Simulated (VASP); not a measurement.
# Ge (P6/mmm) in VASP: further runs

The runs below take Ge through relaxation of cell and atoms, single point, with PBE.

Program: VASP 6.6.1. These are calculated values, not measurements. Logs are shortened: lines on timing, memory, paths and dates and some standing lists are left out, and cuts for length are marked.

## Step 1: The cell of the first run

Symmetry: P6/mmm, No. 191, hexagonal system. The conventional cell has a = 4.072 Å, b = 4.072 Å, c = 2.398 Å, α = 90.00°, β = 90.00°, γ = 120.00°. Within 3.2 Å of Ge (site symmetry 6/mmm) lie 14 Ge at 2.40 to 2.64 Å. Ge (site symmetry -6m2) has 11 Ge at 2.35 to 2.64 Å within 3.1 Å.

This isn't the form of Ge at room conditions, which is diamond.

## Step 2: Relaxation of cell and atoms, PBE, target pressure 110 GPa, at which the enthalpy is minimised

INCAR

```
PREC     = Accurate       # precision mode
ENCUT    = 600            # plane-wave cutoff, eV
EDIFF    = 1E-7           # SCF threshold, eV
ISMEAR   = -1             # smearing method
SIGMA    = 0.05           # smearing width, eV
LREAL    = F              # projectors in reciprocal space
LASPH    = T              # aspherical terms in the spheres
NELM     = 100            # most SCF steps
ALGO     = Normal         # electronic algorithm
ISIF     = 3              # what is computed and relaxed
LWAVE    = F              # write WAVECAR
LCHARG   = F              # write CHGCAR
GGA      = PE             # functional
IBRION   = 2              # ionic algorithm
NSW      = 32             # ionic steps
EDIFFG   = -0.005         # ionic threshold
PSTRESS  = 1100.0
```

KPOINTS

```
regular mesh
0
Gamma
  9 9 13
```

POSCAR

```
Ge
1.0
    4.0720553343      0.0000000000      0.0000000000
   -2.0360276672      3.5265033651      0.0000000000
    0.0000000000      0.0000000000      2.3978514659
Ge
3
Direct
    0.0000000000      0.0000000000      0.0000000000
    0.3333333333      0.6666666667      0.5000000000
    0.6666666667      0.3333333333      0.5000000000
```

Potentials or basis: VASP PAW PBE potentials, release 64 (Ge_d).

The run is started by

```sh
$ cat potpaw_PBE.64/Ge_d/POTCAR > POTCAR
$ mpirun -np 1 vasp_std > vasp.out
```

OUTCAR:

```text
PREC = Accurate
   ENCUT = 600
   EDIFF = 1E-7
   ISMEAR = -1
   LREAL = F
   LASPH = T
   NELM = 100
   ISIF = 3
   GGA = PE
   IBRION = 2
   NSW = 32
   EDIFFG = -0.005
   PSTRESS = 1100.0

 ion  position               nearest neighbor table
   1  0.000  0.000  0.000-   2 2.64   3 2.64   2 2.64   3 2.64   3 2.64   3 2.64   2 2.64   2 2.64
                             3 2.64   3 2.64   2 2.64   2 2.64
   2  0.333  0.667  0.500-   3 2.35   3 2.35   3 2.35   1 2.64   1 2.64   1 2.64   1 2.64   1 2.64
                             1 2.64
   3  0.667  0.333  0.500-   2 2.35   2 2.35   2 2.35   1 2.64   1 2.64   1 2.64   1 2.64   1 2.64
                             1 2.64

  LATTYP: Found a hexagonal cell.
 ALAT       =     4.0720553343
 C/A-ratio  =     0.5888553247

  Lattice vectors:

 A1 = (   4.0720553343,   0.0000000000,   0.0000000000)
 A2 = (  -2.0360276672,   3.5265033651,   0.0000000000)
 A3 = (   0.0000000000,   0.0000000000,   2.3978514659)

Analysis of symmetry for initial positions (statically):
=====================================================================
 Subroutine PRICEL returns:
 Original cell was already a primitive cell.

 Routine SETGRP: Setting up the symmetry group for a
 hexagonal supercell.

 Subroutine GETGRP returns: Found 24 space group operations
 (whereof 24 operations were pure point group operations)
 out of a pool of 24 trial point group operations.

The static configuration has the point symmetry D_6h.

Analysis of symmetry for dynamics (positions and initial velocities):
=====================================================================
 Subroutine PRICEL returns:
 Original cell was already a primitive cell.

 Routine SETGRP: Setting up the symmetry group for a
 hexagonal supercell.

 Subroutine GETGRP returns: Found 24 space group operations
 (whereof 24 operations were pure point group operations)
 out of a pool of 24 trial point group operations.

The dynamic configuration has the point symmetry D_6h.

 Subroutine INISYM returns: Found 24 space group operations
 (whereof 24 operations are pure point group operations),
 and found     1 'primitive' translations

----------------------------------------------------------------------------------------

                                     Primitive cell

  volume of cell :      34.4334

  direct lattice vectors                    reciprocal lattice vectors
     4.072055334  0.000000000  0.000000000     0.245576231  0.141783503  0.000000000
[... 94 lines left out ...]
   ISIF   =      3    stress and relaxation
   ISYM   =      2    0-nonsym 1-usesym 2-fastsym
   POTIM  = 0.5000    time-step for ionic-motion
   TEBEG  =    0.0;   TEEND  =   0.0 temperature during run
   PSTRESS= 1100.0 pullay stress
   NELECT =      42.0000    total number of electrons
   NUPDOWN=      -1.0000    fix difference up-down
   EMIN   =  10.00;   EMAX   =-10.00  energy-range for DOS
   EFERMI =   0.00;   METHOD = LEGACY
   ISMEAR =    -1;   SIGMA  =   0.05  broadening in eV -4-tet -1-fermi 0-gaus
   EFERMI_NEDOS =   21; number of points for ismear=-14 and -15
   IALGO  =     38    algorithm
   IMIX   =      4    mixing-type and parameters
     AMIX     =   0.40;   BMIX     =  1.00
     AMIX_MAG =   1.60;   BMIX_MAG =  1.00
  volume/ion in A,a.u.               =      11.48        77.46
  Fermi-wavevector in a.u.,A,eV,Ry     =   1.749167  3.305446 41.628165  3.059584
  Thomas-Fermi vector in A             =   2.820132
   LORBIT       =      0    0 simple, 1 ext, 2 COOP (PROOUT), +10 PAW based schemes
   GGA     = PE    functional components
   LHFCALC =     F    Hartree Fock is set to
   AEXX    =    0.0000 exact exchange contribution
   IVDW    =     0    specifies the selected vdW correction
   LEPSILON=     F    determine dielectric tensor
   LRPA    =     F    only Hartree local field effects (RPA)
 conjugate gradient relaxation of ions
 non-spin polarized calculation
  energy-cutoff  :      600.00
  volume of cell :       34.43
 maximum number of plane-waves:      1166
 NGX is ok and might be reduce to    36

--------------------------------------- Ionic step        1  -------------------------------------------

 number of electron      42.0000021 magnetization

 Free energy of the ion-electron system (eV)
  ---------------------------------------------------
  ext. energy  EPLUGINS =         0.00000000
  ---------------------------------------------------
  free energy    TOTEN  =        -7.59375400 eV

  energy without entropy =       -7.58585772  energy(sigma->0) =       -7.58980586

------------------------ aborting loop because EDIFF is reached ----------------------------------------

  FORCE on cell =-STRESS in cart. coord.  units (eV):
  Direction    XX          YY          ZZ          XY          YZ          ZX
  --------------------------------------------------------------------------------------
  -------------------------------------------------------------------------------------
  Total       23.7653369     23.7653369     23.7566315     -0.0000000      0.0000000      0.0000000
  in kB     1105.7941970   1105.7941970   1105.3891374     -0.0000000      0.0000000      0.0000000
  external PRESSURE =       5.6591771 kB  Pullay stress =    1100.0000000 kB
[... 65 lines left out ...]
--------------------------------------- Ionic step        3  -------------------------------------------

 number of electron      42.0000020 magnetization

 Free energy of the ion-electron system (eV)
  ---------------------------------------------------
  ext. energy  EPLUGINS =         0.00000000
  ---------------------------------------------------
  free energy    TOTEN  =        -7.62033777 eV

  energy without entropy =       -7.61244872  energy(sigma->0) =       -7.61639325

 E-fermi :  13.6404     XC(G=0): -14.0284

 val. band max:       13.5947010813   @ k =   0.1111   0.1111   0.2308
 cond. band min:      13.6512254640   @ k =   0.2222   0.0000   0.3077
 fundamental gap:      0.0565243827
 Fermi energy:        13.6403580952

 k-point     1 :       0.0000    0.0000    0.0000
  band No.  band energies     occupation
      1     -12.1547      2.00000
      2     -11.9678      2.00000
      3     -11.8281      2.00000
      4     -11.7863      2.00000
      5     -11.7863      2.00000
      6     -11.7544      2.00000
[... 661 lines left out ...]
     24      21.8511      0.00000
     25      22.3834      0.00000

 [... further k-points ...]

------------------------ aborting loop because EDIFF is reached ----------------------------------------

  FORCE on cell =-STRESS in cart. coord.  units (eV):
  Direction    XX          YY          ZZ          XY          YZ          ZX
  --------------------------------------------------------------------------------------
  -------------------------------------------------------------------------------------
  Total       23.6629957     23.6629957     23.6578033     -0.0000000      0.0000000     -0.0000000
  in kB     1099.7986852   1099.7986852   1099.5573525     -0.0000000      0.0000000     -0.0000000
  external PRESSURE =      -0.2817590 kB  Pullay stress =    1100.0000000 kB
[... 22 lines left out ...]
  energy  without entropy=       -7.6124487234  energy(sigma->0) =       -7.61639325

  enthalpy is  TOTEN    =        16.0469894046 eV   P V=       23.6673271765

 reached required accuracy - stopping structural energy minimisation
```

CONTCAR:

```text
Ge
   1.00000000000000
     4.0736135736802046   -0.0000000000042164    0.0000000000000000
    -2.0368067868937727    3.5278528399876525   -0.0000000000000000
     0.0000000000000000    0.0000000000000000    2.3987048976266871
  Ge
     3
Direct
     0.0000000000000000    1.0000000000000000    0.0000000000000000
     0.3333333332999970    0.6666666667000030    0.5000000000000000
     0.6666666667000030    0.3333333332999970    0.5000000000000000

  0.00000000E+00  0.00000000E+00  0.00000000E+00
  0.00000000E+00  0.00000000E+00  0.00000000E+00
  0.00000000E+00  0.00000000E+00  0.00000000E+00
```

Wall time 72 s (1 thread of Intel Xeon 6975P-C (Granite Rapids), shared host); peak memory 0.21 GiB.

What came out:

| Item | Value |
| --- | --- |
| Free energy | -7.6203 eV |
| Relaxed volume | 11.49 Å³/atom |
| Relaxed cell | a = 4.074 Å, b = 4.074 Å, c = 2.399 Å, α = 90.00°, β = 90.00°, γ = 120.00° |
| Space group after relaxing (to 0.1 Å) | P6/mmm (No. 191) |
| Energy change on relaxing (the run minimises the enthalpy) | -8.9 meV/atom |
| Ionic steps | 3 |
| Pressure after relaxing | 110.0 GPa |
| Band gap on the k mesh | zero (bands 21 and 22 overlap by 9.64 eV) |

The path:
```tsv
step	energy change (eV)	largest force (eV/Å)	pressure (GPa)	volume (Å³)
1	0.0000	0.0000	110.57	34.43
2	-0.1379	0.0000	107.92	34.64
3	-0.0266	0.0000	109.97	34.47
```

Final structure:
```
Ge
1.0
     4.07361    0.00000    0.00000
    -2.03681    3.52785    0.00000
     0.00000    0.00000    2.39870
Ge
3
Direct
  0.00000 0.00000 0.00000
  0.33333 0.66667 0.50000
  0.66667 0.33333 0.50000
```

Caveat: the cell is relaxed towards a set pressure, so the run minimises the enthalpy, not the energy.

## Step 3: Single point, PBE

This run uses another cell than the first one: it holds 1 atom, not 3.

INCAR

```
SYSTEM = Ge
  PREC = Accurate
  ENCUT = 520
  EDIFF = 1E-6
  ISMEAR = -1
  SIGMA = 0.05
  LREAL = .False.
  LASPH = .True.
  NELM = 80
  ALGO = Normal
  ISIF = 2
  LWAVE = .False.
  LCHARG = .False.
  GGA = PE
  NBANDS = 13
```

KPOINTS

```
regular mesh
0
Gamma
  18 18 17
  0 0 0
```

POSCAR

```
Ge
1.0
    2.4324159508      0.0000000000      0.0000000000
   -1.2162079754      2.1065340059      0.0000000000
    0.0000000000      0.0000000000      2.2678588919
Ge
1
Direct
    0.0000000000      0.0000000000      0.0000000000
```

Potentials or basis: VASP PAW PBE potentials, release 64 (Ge_d).

The run is started by

```sh
$ cat potpaw_PBE.64/Ge_d/POTCAR > POTCAR
$ mpirun -np 1 vasp_std > vasp.out
```

It took 63 s on 1 thread of Intel Xeon 8259CL, shared host; peak memory 0.16 GiB.

The run converged. Its results:

```
Free energy            : -2.6153 eV
Pressure               : 110.3 GPa
Band gap on the k mesh : zero (bands 7 and 8 overlap by 16.05 eV)
```

Stress tensor (GPa, compression positive):
```
110.45   0.00   0.00
  0.00 110.45   0.00
  0.00   0.00 110.10
```

Levels at points of the mesh, in eV from the Fermi level:
```
           k point  band 4  band 5  band 6  band 7  band 8  band 9  band 10  band 11
(0.00, 0.00, 0.00)  -25.24  -25.24  -18.63    9.53   12.65   12.85    12.85    16.91
(0.50, 0.00, 0.00)  -25.29  -25.25   -9.83   -9.65    5.50    9.85    16.86    19.69
```

Caveat: the cell stands under pressure.
